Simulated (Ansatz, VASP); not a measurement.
AlRu: VASP beside Ansatz

INCAR

```
PREC = Accurate ; ENCUT = 520
EDIFF = 1E-6 ; ISMEAR = 0
SIGMA = 0.15 ; LREAL = F
LASPH = T ; NELM = 80
ALGO = Fast ; ISIF = 2
LWAVE = F ; LCHARG = T
GGA = PE ; LELF = T
LVHAR = T ; NBANDS = 16
```

File KPOINTS:

```
regular mesh
0
Gamma
  16 16 16
```

Contents of POSCAR:

```
AlRu
1.0
    2.9916000000      0.0000000000      0.0000000000
    0.0000000000      2.9916000000      0.0000000000
    0.0000000000      0.0000000000      3.0065580000
Al Ru
1 1
Direct
    0.0000000000      0.0000000000      0.0000000000
    0.5000000000      0.5000000000      0.5000000000
```

Input for Ansatz:

```yaml
crystal:
  lattice:
    - [2.9916, 0.0, 0.0]
    - [0.0, 2.9916, 0.0]
    - [0.0, 0.0, 3.006558]
  atoms:
    - { symbol: Al, position: [0.0, 0.0, 0.0] }
    - { symbol: Ru, position: [0.5, 0.5, 0.5] }
basis:
  ecutwfc: 420
kpoints:
  mp_grid: { grid: [16, 16, 16] }
hamiltonian:
  xc: pbe
scf:
  occupations: { method: gaussian, width: 0.15 }
output:
  forces: true
  stress: true
  eigenvalues: true
```

Change from the starting cell: strain +0.0050 x Voigt [0, 0, 1, 0, 0, 0], atoms carried along.

Alike in both runs: task single point; functional PBE; k mesh 16 × 16 × 16; occupations gaussian, width 0.15 eV; no spin polarisation.

|  | VASP | Ansatz |
| --- | --- | --- |
| version | VASP 6.6.1 | Ansatz 0.2.0 |
| potentials or method | VASP PAW PBE potentials, release 64 (Al, Ru_pv), cutoff 520 eV | scalar-relativistic, plane waves, PAW |
| valence electrons in the cell | 17 | 19 |

VASP gave:

- gap on the k mesh at the Fermi level (eV): none
- pressure (GPa): 1.6
- traceless stress, the component that is largest in VASP (GPa): -0.57

Task: Estimate Ansatz's values.

Result: gap on the k mesh at the Fermi level (eV): none; pressure (GPa): 1.6; traceless stress, the component that is largest in VASP (GPa): -0.56.

A gap of «none» marks a metal or a gap that the smearing closes. The functional is the same, so the differences come from potentials, cutoffs and numerics. VASP's potentials hold 17 valence electrons a cell and Ansatz's 19, so a difference there can come from the potentials and not from the codes.
